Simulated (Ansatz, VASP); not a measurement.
# Two plane-wave programs on Ge

Contents of INCAR:

```
PREC = Accurate ; ENCUT = 520
EDIFF = 1E-6 ; ISMEAR = 0
SIGMA = 0.15 ; LREAL = False
LASPH = True ; NELM = 60
ALGO = Normal ; ISIF = 2
LWAVE = False ; LCHARG = False
GGA = PS ; NBANDS = 21
```

The input KPOINTS:

```
Automatic mesh
0
Gamma
  20 20 20
```

Contents of POSCAR:

```
Ge
1.0
   -2.5358723732      2.5358723732      1.4183738328
    2.5358723732     -2.5358723732      1.4183738328
    2.5358723732      2.5358723732     -1.4183738328
Ge
2
Direct
    0.2500000000      0.7500000000      0.5000000000
    0.5000000000      0.5000000000      0.0000000000
```

Input for Ansatz:

```yaml
crystal:
  lattice:
    - [-2.5358723732, 2.5358723732, 1.4183738328]
    - [2.5358723732, -2.5358723732, 1.4183738328]
    - [2.5358723732, 2.5358723732, -1.4183738328]
  atoms:
    - { symbol: Ge, position: [0.25, 0.75, 0.5] }
    - { symbol: Ge, position: [0.5, 0.5, 0.0] }
basis:
  ecutwfc: 420
kpoints:
  mp_grid: { grid: [20, 20, 20] }
hamiltonian:
  xc: pbesol
scf:
  occupations: { method: gaussian, width: 0.15 }
output:
  forces: true
  stress: true
  eigenvalues: true
```

Change from the starting cell: strain -0.015 along x and y, +0.015 along z, atoms carried along.

Alike in both runs: task single point; functional PBEsol; k mesh 20 × 20 × 20; occupations gaussian, width 0.15 eV; no spin polarisation.

|  | VASP | Ansatz |
| --- | --- | --- |
| version | VASP 6.6.1 | Ansatz 0.2.0 |
| potentials or method | VASP PAW PBE potentials, release 64 (Ge_d), cutoff 520 eV | scalar-relativistic, plane waves, PAW |
| valence electrons in the cell | 28 | 28 |

```tsv
	VASP	Ansatz	Ansatz less VASP
gap on the k mesh at the Fermi level (eV)	none	none	-
pressure (GPa)	0.5	0.6	+0.09
traceless stress, the component that is largest in VASP (GPa)	-0.77	-0.79	-0.026
```

VASP's potentials were made for PBE, not for PBEsol. A gap of «none» marks a metal or a gap that the smearing closes.
